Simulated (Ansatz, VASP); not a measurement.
# One calculation of TiO2, two programs

```
CELL_PARAMETERS angstrom
4.59220 0.00000 0.00000
0.00000 4.59220 0.00000
0.00000 0.00000 2.95740
ATOMIC_POSITIONS crystal
Ti 0.00000 0.00000 0.00000
Ti 0.50000 0.50000 0.50000
O 0.30459 0.30459 0.00000
O 0.19541 0.80459 0.50000
O 0.69541 0.69541 0.00000
O 0.80459 0.19541 0.50000
```

Alike in both runs: functional r2SCAN; k mesh 5 × 5 × 7; no spin polarisation.

Ansatz relaxed the structure, and its values are those at the end. VASP's run is a single point on that final structure, the one shown.

|  | VASP | Ansatz |
| --- | --- | --- |
| version | VASP 6.6.1 | Ansatz 0.2.0 |
| potentials or method | VASP PAW PBE potentials, release 64 (Ti_sv, O) | scalar-relativistic, plane waves, PAW |
| plane-wave cutoff (eV) | 520 | 500 |
| occupations | gaussian, width 0.01 eV | fixed |
| valence electrons in the cell | 48 | 48 |

Ansatz gave:

- gap on the k mesh at the Fermi level (eV): 2.22
- least direct gap on the mesh (eV): 2.22
- pressure (GPa): 0.1
- rms of the force components (eV/Å): 0.000

Task: Which values does VASP return?

Result: gap on the k mesh at the Fermi level (eV): 2.23; least direct gap on the mesh (eV): 2.23; pressure (GPa): 1.4; rms of the force components (eV/Å): 0.015.

VASP's potentials were made for PBE, not for r2SCAN. Ansatz's warnings: stress scf threshold loose.
